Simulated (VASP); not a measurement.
**Zr3N: single point with r2SCAN**

The system is Zr3N.

```
Zr N
1.0
     5.68366    0.00000    0.00000
    -2.84183    4.92219    0.00000
     0.00000    0.00000    5.22488
Zr N
6 2
Direct
  0.00000 0.66016 0.50000
  0.00000 0.33984 0.00000
  0.66016 0.66016 0.00000
  0.66016 0.00000 0.50000
  0.33984 0.33984 0.50000
  0.33984 0.00000 0.00000
  0.66667 0.33333 0.75000
  0.33333 0.66667 0.25000
```

| Property | Result |
| --- | --- |
| Program | VASP 6.6.1 |
| Task | single point |
| Functional | r2SCAN |
| Potentials or basis | VASP PAW PBE potentials, release 64 (Zr_sv, N) |
| Cutoff | 520 eV |
| k mesh | 6 × 6 × 4 |
| Occupations | gaussian, width 0.1 eV |
| Spin | no spin polarisation |

- Pressure: -1.3 GPa
- Largest force: 0.804 eV/Å
- Band gap on the k mesh: zero (band 41 reaches 9.44 eV, above the bottom of band 42 at 8.81 eV)

Forces on the atoms (eV/Å):
```
Zr   0.402 -0.696  0.000
Zr  -0.402  0.696  0.000
Zr  -0.402 -0.696  0.000
Zr  -0.804  0.000  0.000
Zr   0.402  0.696  0.000
Zr   0.804  0.000  0.000
N    0.000  0.000  0.000
N    0.000  0.000  0.000
```

Stress tensor (GPa, compression positive):
```
-2.07  0.00  0.00
 0.00 -2.07  0.00
 0.00  0.00  0.23
```

Levels at points of the mesh, in eV from the Fermi level:
| k point | band 37 | band 38 | band 39 | band 40 | band 41 | band 42 | band 43 | band 44 | band 45 | band 46 |
| --- | --- | --- | --- | --- | --- | --- | --- | --- | --- | --- |
| (0.00, 0.00, 0.00) | -1.21 | -0.67 | -0.67 | -0.61 | 0.29 | 0.97 | 0.97 | 1.23 | 1.56 | 1.56 |
| (0.50, 0.00, 0.00) | -1.24 | -1.14 | -0.98 | -0.53 | -0.52 | -0.07 | 0.87 | 1.39 | 1.56 | 1.83 |
| (0.00, 0.00, 0.50) | -0.90 | -0.90 | -0.12 | -0.12 | 0.30 | 0.30 | 0.44 | 0.44 | 0.48 | 0.48 |
| (0.50, 0.00, 0.50) | -0.83 | -0.83 | -0.61 | -0.61 | -0.06 | -0.06 | 0.73 | 0.73 | 1.47 | 1.47 |

Wall time 9.7 min on 1 thread of Oxide Virtual Turin-like Processor, with other jobs on the host, peak memory 0.3 GiB.

Caveat: the PAW data sets were made with another functional, which shifts forces and pressure a little.
